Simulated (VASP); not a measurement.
A run of VASP 6.6.1:

The input INCAR:

```
SYSTEM = C
ALGO = Normal
EDIFF = 1E-6
ENCUT = 910
GGA = PS
GGA_COMPAT = .FALSE.
ISIF = 2
ISMEAR = 0
LASPH = .TRUE.
LCHARG = .FALSE.
LREAL = .FALSE.
LWAVE = .FALSE.
NBANDS = 11
NELM = 120
PREC = Accurate
SIGMA = 0.02
```

The input KPOINTS:

```
k-points
0
G
  12 12 12
  0 0 0
```

The input POSCAR:

```
C
1.0
    0.0000000000      1.7768990918      1.7768990918
    1.7768990918      0.0000000000      1.7768990918
    1.7768990918      1.7768990918      0.0000000000
C
2
Direct
    0.5000000000      0.5000000000      0.5000000000
    0.7500000000      0.7500000000      0.7500000000
```

Potentials or basis: VASP PAW PBE potentials, release 64 (C_h).

The run is started by

```sh
$ cat potpaw_PBE.64/C_h/POTCAR > POTCAR
$ mpirun -np 1 vasp_std > vasp.out
```

Hardware: 1 thread of AMD EPYC 7R13 Processor (Zen 3), with other jobs on the host.

**Question.** Estimate the wall time of this run.

**Answer.** It took 22 s on 1 thread of AMD EPYC 7R13 Processor (Zen 3) (shared host), peak memory 0.12 GiB. Counts: scf iterations 11, k points 72.
